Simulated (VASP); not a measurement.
# BaZrS3 (Pnma) in VASP: single point with PBEsol

Aim: the single point of BaZrS3 with PBEsol.

Everything below comes from runs of VASP 6.6.1. Logs are shortened: lines on timing, memory, paths and dates and some standing lists are left out, and cuts for length are marked.

## Step 1: The cell of the first run

It takes space group Pnma (No. 62, orthorhombic). The conventional cell has a = 7.075 Å, b = 9.909 Å, c = 6.922 Å, α = 90.00°, β = 90.00°, γ = 90.00°. Within 4.4 Å of Ba (site symmetry m) lie 12 S at 3.12 to 4.29 Å and 6 Zr at 4.01 to 4.34 Å. Within 3.3 Å of Zr (site symmetry -1) lie 6 S at 2.52 to 2.54 Å. Within 3.3 Å of S (site symmetry m) lie 2 Zr at 2.52 Å and 2 Ba at 3.12 to 3.16 Å. Within 3.4 Å of S (site symmetry 1) lie 2 Zr at 2.53 to 2.54 Å and 3 Ba at 3.14 to 3.38 Å.

## Step 2: Single point, PBEsol

Contents of INCAR:

```
PREC     = Accurate       # precision mode
ENCUT    = 500            # plane-wave cutoff, eV
EDIFF    = 1E-6           # SCF threshold, eV
ISMEAR   = 0              # smearing method
SIGMA    = 0.01           # smearing width, eV
LREAL    = False          # projectors in reciprocal space
LASPH    = True           # aspherical terms in the spheres
NELM     = 120            # most SCF steps
ALGO     = Normal         # electronic algorithm
ISIF     = 2              # what is computed and relaxed
LWAVE    = False          # write WAVECAR
LCHARG   = False          # write CHGCAR
GGA      = PS             # functional
NBANDS   = 96             # bands
GGA_COMPAT= False        
KPAR     = 4
```

Contents of KPOINTS:

```
regular mesh
0
Gamma
  4 4 4
```

Contents of POSCAR:

```
BaZrS3
1.0
    7.0747403587      0.0000000000      0.0000000000
    0.0000000000      9.9094852552      0.0000000000
    0.0000000000      0.0000000000      6.9222628163
Ba Zr S
4 4 12
Direct
    0.0543368157      0.2500000000      0.0122822141
    0.4456631843      0.7500000000      0.5122822141
    0.5543368157      0.2500000000      0.4877177859
    0.9456631843      0.7500000000      0.9877177859
    0.0000000000      0.0000000000      0.5000000000
    0.5000000000      0.0000000000      0.0000000000
    0.5000000000      0.5000000000      0.0000000000
    0.0000000000      0.5000000000      0.5000000000
    0.9942567979      0.2500000000      0.5654491512
    0.5057432021      0.7500000000      0.0654491512
    0.4942567979      0.2500000000      0.9345508488
    0.0057432021      0.7500000000      0.4345508488
    0.2080227704      0.9656019842      0.7924847665
    0.2919772296      0.0343980158      0.2924847665
    0.7080227704      0.5343980158      0.7075152335
    0.7919772296      0.4656019842      0.2075152335
    0.7919772296      0.0343980158      0.2075152335
    0.7080227704      0.9656019842      0.7075152335
    0.2919772296      0.4656019842      0.2924847665
    0.2080227704      0.5343980158      0.7924847665
```

Potentials or basis: VASP PAW PBE potentials, release 64 (Ba_sv, Zr_sv, S).

Launch:

```bash
$ cat potpaw_PBE.64/Ba_sv/POTCAR potpaw_PBE.64/Zr_sv/POTCAR potpaw_PBE.64/S/POTCAR > POTCAR
$ mpirun -np 4 vasp_std > vasp.out
```

OUTCAR:

```text
PREC = Accurate
   ENCUT = 500
   EDIFF = 1E-6
   ISMEAR = 0
   LREAL = False
   LASPH = True
   NELM = 120
   ISIF = 2
   GGA = PS

 ion  position               nearest neighbor table
   1  0.054  0.250  0.012-   9 3.12  16 3.14  17 3.14  11 3.16  14 3.34  19 3.34  13 3.38  20 3.38
                             6 4.01   7 4.01   5 4.21   8 4.21
   2  0.446  0.750  0.512-  10 3.12  15 3.14  18 3.14  12 3.16  13 3.34  20 3.34  19 3.38  14 3.38
                             5 4.01   8 4.01   7 4.21   6 4.21
   3  0.554  0.250  0.488-  11 3.12  14 3.14  19 3.14   9 3.16  17 3.34  16 3.34  18 3.38  15 3.38
                             5 4.01   8 4.01   7 4.21   6 4.21
   4  0.946  0.750  0.988-  12 3.12  13 3.14  20 3.14  10 3.16  18 3.34  15 3.34  16 3.38  17 3.38
                             6 4.01   7 4.01   5 4.21   8 4.21
   5  0.000  0.000  0.500-   9 2.52  12 2.52  13 2.53  17 2.53  14 2.54  18 2.54   2 4.01   3 4.01
                             1 4.21   4 4.21
   6  0.500  0.000  0.000-  10 2.52  11 2.52  14 2.53  18 2.53  17 2.54  13 2.54   1 4.01   4 4.01
                             3 4.21   2 4.21
   7  0.500  0.500  0.000-  10 2.52  11 2.52  15 2.53  19 2.53  16 2.54  20 2.54   1 4.01   4 4.01
                             3 4.21   2 4.21
   8  0.000  0.500  0.500-   9 2.52  12 2.52  16 2.53  20 2.53  19 2.54  15 2.54   2 4.01   3 4.01
                             1 4.21   4 4.21
   9  0.994  0.250  0.565-   5 2.52   8 2.52   1 3.12   3 3.16
  10  0.506  0.750  0.065-   6 2.52   7 2.52   2 3.12   4 3.16
  11  0.494  0.250  0.935-   6 2.52   7 2.52   3 3.12   1 3.16
  12  0.006  0.750  0.435-   5 2.52   8 2.52   4 3.12   2 3.16
  13  0.208  0.966  0.792-   5 2.53   6 2.54   4 3.14   2 3.34   1 3.38
  14  0.292  0.034  0.292-   6 2.53   5 2.54   3 3.14   1 3.34   2 3.38
  15  0.708  0.534  0.708-   7 2.53   8 2.54   2 3.14   4 3.34   3 3.38
  16  0.792  0.466  0.208-   8 2.53   7 2.54   1 3.14   3 3.34   4 3.38
  17  0.792  0.034  0.208-   5 2.53   6 2.54   1 3.14   3 3.34   4 3.38
  18  0.708  0.966  0.708-   6 2.53   5 2.54   2 3.14   4 3.34   3 3.38
  19  0.292  0.466  0.292-   7 2.53   8 2.54   3 3.14   1 3.34   2 3.38
  20  0.208  0.534  0.792-   8 2.53   7 2.54   4 3.14   2 3.34   1 3.38

  LATTYP: Found a simple orthorhombic cell.
 ALAT       =     6.9222628163
 B/A-ratio  =     1.0220271241
 C/A-ratio  =     1.4315384316

  Lattice vectors:

 A1 = (   0.0000000000,   0.0000000000,   6.9222628163)
 A2 = (   7.0747403587,   0.0000000000,   0.0000000000)
 A3 = (   0.0000000000,   9.9094852552,   0.0000000000)

Analysis of symmetry for initial positions (statically):
=====================================================================
 Subroutine PRICEL returns:
 Original cell was already a primitive cell.

 Routine SETGRP: Setting up the symmetry group for a
 simple orthorhombic supercell.

 Subroutine GETGRP returns: Found  8 space group operations
 (whereof  2 operations were pure point group operations)
 out of a pool of  8 trial point group operations.

The static configuration has the point symmetry S_2 .
 The point group associated with its full space group is D_2h.

Analysis of symmetry for dynamics (positions and initial velocities):
=====================================================================
 Subroutine PRICEL returns:
 Original cell was already a primitive cell.

 Routine SETGRP: Setting up the symmetry group for a
 simple orthorhombic supercell.

 Subroutine GETGRP returns: Found  8 space group operations
 (whereof  2 operations were pure point group operations)
 out of a pool of  8 trial point group operations.

The dynamic configuration has the point symmetry S_2 .
 The point group associated with its full space group is D_2h.

 Subroutine INISYM returns: Found  8 space group operations
 (whereof  2 operations are pure point group operations),
 and found     1 'primitive' translations

----------------------------------------------------------------------------------------

                                     Primitive cell

  volume of cell :     485.2993

  direct lattice vectors                    reciprocal lattice vectors
     7.074740359  0.000000000  0.000000000     0.141347943  0.000000000  0.000000000
     0.000000000  9.909485255  0.000000000     0.000000000  0.100913415  0.000000000
     0.000000000  0.000000000  6.922262816     0.000000000  0.000000000  0.144461432

  length of vectors
     7.074740359  9.909485255  6.922262816     0.141347943  0.100913415  0.144461432

  position of ions in fractional coordinates (direct lattice)
     0.054336816  0.250000000  0.012282214
     0.445663184  0.750000000  0.512282214
     0.554336816  0.250000000  0.487717786
     0.945663184  0.750000000  0.987717786
     0.000000000  0.000000000  0.500000000
     0.500000000  0.000000000  0.000000000
[... 12 lines left out ...]
     0.291977230  0.465601984  0.292484767
     0.208022770  0.534398016  0.792484767

  ion indices of the primitive-cell ions
   primitive index   ion index
                 1           1
                 2           2
                 3           3
                 4           4
                 5           5
                 6           6
[... 12 lines left out ...]
                19          19
                20          20

----------------------------------------------------------------------------------------

 KPOINTS: regular mesh

Automatic generation of k-mesh.
 Grid dimensions read from file:
 generate k-points for:    4    4    4

 Generating k-lattice:

  Cartesian coordinates                     Fractional coordinates (reciprocal lattice)
     0.035336986  0.000000000  0.000000000     0.250000000  0.000000000  0.000000000
     0.000000000  0.025228354  0.000000000     0.000000000  0.250000000  0.000000000
     0.000000000  0.000000000  0.036115358     0.000000000  0.000000000  0.250000000

  Length of vectors
     0.035336986  0.025228354  0.036115358

  Shift w.r.t. Gamma in fractional coordinates (k-lattice)
     0.000000000  0.000000000  0.000000000

 Subroutine IBZKPT returns following result:
 ===========================================

 Found     27 irreducible k-points:

 Following reciprocal coordinates:
            Coordinates               Weight
  0.000000  0.000000  0.000000      1.000000
  0.250000  0.000000  0.000000      2.000000
  0.500000  0.000000  0.000000      1.000000
  0.000000  0.250000  0.000000      2.000000
  0.250000  0.250000  0.000000      4.000000
  0.500000  0.250000  0.000000      2.000000
[... 16 lines left out ...]
  0.250000  0.250000  0.500000      4.000000
  0.500000  0.250000  0.500000      2.000000
 [... further k-points ...]
   k-points           NKPTS =     27   k-points in BZ     NKDIM =     27   number of bands    NBANDS=     96
   number of dos      NEDOS =    301   number of ions     NIONS =     20
   total plane-waves  NPLWV = 194400
   dimension x,y,z NGX =    54 NGY =   72 NGZ =   50
   dimension x,y,z NGXF=   108 NGYF=  144 NGZF=  100
   ions per type =               4   4  12
   NGX,Y,Z   is equivalent  to a cutoff of  12.69, 12.08, 12.01 a.u.
   NGXF,Y,Z  is equivalent  to a cutoff of  25.38, 24.16, 24.02 a.u.
 SYSTEM =  unknown system
   PREC   = accura    normal or accurate (medium, high low for compatibility)
   ISTART =      0    job   : 0-new  1-cont  2-samecut
   ICHARG =      2    charge: 1-file 2-atom 10-const
   ISPIN  =      1    spin polarized calculation?
   LNONCOLLINEAR =      F non collinear calculations
   LSORBIT =      F    spin-orbit coupling
   LASPH  =      T    aspherical Exc in radial PAW
   ENCUT  =  500.0 eV  36.75 Ry    6.06 a.u.  12.90 18.07 12.62*2*pi/ulx,y,z
   NELM   =    120;   NELMIN=  2; NELMDL= -5     # of ELM steps
   EDIFF  = 0.1E-05   stopping-criterion for ELM
   LREAL  =      F    real-space projection
   EDIFFG = 0.1E-04   stopping-criterion for IOM
   NSW    =      0    number of steps for IOM
   IBRION =     -1    ionic relax: 0-MD 1-quasi-New 2-CG
   NFREE  =      0    steps in history (QN), initial steepest desc. (CG)
   ISIF   =      2    stress and relaxation
   ISYM   =      2    0-nonsym 1-usesym 2-fastsym
   POTIM  = 0.5000    time-step for ionic-motion
   TEBEG  =    0.0;   TEEND  =   0.0 temperature during run
   PSTRESS=    0.0 pullay stress
   NELECT =     160.0000    total number of electrons
   NUPDOWN=      -1.0000    fix difference up-down
   EMIN   =  10.00;   EMAX   =-10.00  energy-range for DOS
   EFERMI =   0.00;   METHOD = LEGACY
   ISMEAR =     0;   SIGMA  =   0.01  broadening in eV -4-tet -1-fermi 0-gaus
   EFERMI_NEDOS =   21; number of points for ismear=-14 and -15
   IALGO  =     38    algorithm
   IMIX   =      4    mixing-type and parameters
     AMIX     =   0.40;   BMIX     =  1.00
     AMIX_MAG =   1.60;   BMIX_MAG =  1.00
  volume/ion in A,a.u.               =      24.26       163.75
  Fermi-wavevector in a.u.,A,eV,Ry     =   1.130954  2.137193 17.402625  1.279057
  Thomas-Fermi vector in A             =   2.267652
   LORBIT       =      0    0 simple, 1 ext, 2 COOP (PROOUT), +10 PAW based schemes
   GGA     = PS    functional components
   LHFCALC =     F    Hartree Fock is set to
   AEXX    =    0.0000 exact exchange contribution
   IVDW    =     0    specifies the selected vdW correction
   LEPSILON=     F    determine dielectric tensor
   LRPA    =     F    only Hartree local field effects (RPA)
 non-spin polarized calculation
 Gauss-broadening in eV      SIGMA  =   0.01
  energy-cutoff  :      500.00
  volume of cell :      485.30
 maximum number of plane-waves:     12364
 NGX is ok and might be reduce to    54
   NGX = 25   NGY = 37   NGZ = 25

 number of electron     159.9999990 magnetization

 Free energy of the ion-electron system (eV)
  ---------------------------------------------------
  ext. energy  EPLUGINS =         0.00000000
  ---------------------------------------------------
  free energy    TOTEN  =      -134.92446932 eV

  energy without entropy =     -134.92446932  energy(sigma->0) =     -134.92446932

 E-fermi :   3.9557     XC(G=0):  -9.8120

 val. band max:        3.8975186381   @ k =   0.0000   0.0000   0.0000
 cond. band min:       4.8215433554   @ k =   0.0000   0.0000   0.0000
 fundamental gap:      0.9240247173
 Fermi energy:         3.9557352374

 k-point     1 :       0.0000    0.0000    0.0000
  band No.  band energies     occupation
      1     -44.7660      2.00000
      2     -44.7657      2.00000
      3     -44.7655      2.00000
      4     -44.7652      2.00000
      5     -22.8821      2.00000
      6     -22.8776      2.00000
[... 84 lines left out ...]
     91       7.2688      0.00000
     92       7.5999      0.00000

 k-point     2 :       0.2500    0.0000    0.0000
  band No.  band energies     occupation
      1     -44.7659      2.00000
      2     -44.7657      2.00000
      3     -44.7656      2.00000
      4     -44.7653      2.00000
      5     -22.8812      2.00000
      6     -22.8780      2.00000
[... 2079 lines left out ...]
     91       7.0033      0.00000
     92       7.0033      0.00000

 k-point    24 :       0.5000    0.2500    0.5000
  band No.  band energies     occupation
      1     -44.7657      2.00000
      2     -44.7657      2.00000
      3     -44.7655      2.00000
      4     -44.7655      2.00000
      5     -22.8761      2.00000
      6     -22.8761      2.00000
[... 84 lines left out ...]
     91       7.1685      0.00000
     92       7.1685      0.00000

 [... further k-points ...]

 [bands above 92 left out]

------------------------ aborting loop because EDIFF is reached ----------------------------------------

  FORCE on cell =-STRESS in cart. coord.  units (eV):
  Direction    XX          YY          ZZ          XY          YZ          ZX
  --------------------------------------------------------------------------------------
  -------------------------------------------------------------------------------------
  Total        1.4468331      1.4430000      1.4178951      0.0000000      0.0000000     -0.0000000
  in kB        4.7766052      4.7639503      4.6810684      0.0000000      0.0000000     -0.0000000
  external PRESSURE =       4.7405413 kB  Pullay stress =       0.0000000 kB

 VOLUME and BASIS-vectors are now :
 -----------------------------------------------------------------------------
  energy-cutoff  :      500.00
  volume of cell :      485.30
      direct lattice vectors                 reciprocal lattice vectors
     7.074740359  0.000000000  0.000000000     0.141347943  0.000000000  0.000000000
     0.000000000  9.909485255  0.000000000     0.000000000  0.100913415  0.000000000
     0.000000000  0.000000000  6.922262816     0.000000000  0.000000000  0.144461432

 POSITION                                       TOTAL-FORCE (eV/Angst)
 -----------------------------------------------------------------------------------
      0.38442      2.47737      0.08502        -0.013662     -0.000000      0.004731
      3.15295      7.43211      3.54615         0.013662     -0.000000      0.004731
      3.92179      2.47737      3.37611        -0.013662     -0.000000     -0.004731
      6.69032      7.43211      6.83724         0.013662     -0.000000     -0.004731
      0.00000      0.00000      3.46113        -0.000000     -0.000000      0.000000
      3.53737      0.00000      0.00000        -0.000000     -0.000000      0.000000
[... 12 lines left out ...]
      2.06566      4.61388      2.02466        -0.021678      0.022183     -0.011795
      1.47171      5.29561      5.48579         0.021678     -0.022183     -0.011795
 -----------------------------------------------------------------------------------
    total drift:                               -0.000000     -0.000000      0.000000

  FREE ENERGIE OF THE ION-ELECTRON SYSTEM (eV)
  ---------------------------------------------------
  free  energy   TOTEN  =      -134.9244693200 eV

  energy  without entropy=     -134.9244693200  energy(sigma->0) =     -134.92446932
```

It took 7.2 min on 4 MPI ranks of Intel Xeon Platinum 8488C (Sapphire Rapids), shared host; peak memory 1 GiB.

What came out:

* Free energy: -134.9245 eV
* Pressure: 0.5 GPa
* Largest force: 0.044 eV/Å
* Band gap on the k mesh: 0.92 eV

Forces on the atoms (eV/Å):
```
Ba  -0.014  0.000  0.005
Ba   0.014  0.000  0.005
Ba  -0.014  0.000 -0.005
Ba   0.014  0.000 -0.005
Zr   0.000  0.000  0.000
Zr   0.000  0.000  0.000
Zr   0.000  0.000  0.000
Zr   0.000  0.000  0.000
S    0.033  0.000 -0.029
S   -0.033  0.000 -0.029
S    0.033  0.000  0.029
S   -0.033  0.000  0.029
S    0.022  0.022 -0.012
S   -0.022 -0.022 -0.012
S    0.022 -0.022  0.012
S   -0.022  0.022  0.012
S   -0.022 -0.022  0.012
S    0.022  0.022  0.012
S   -0.022  0.022 -0.012
S    0.022 -0.022 -0.012
```

Caveat: the PAW data sets were made with another functional, which shifts forces and pressure a little; spin-orbit coupling is left out, which moves the levels of the heavy elements. A k mesh can miss the band edges.
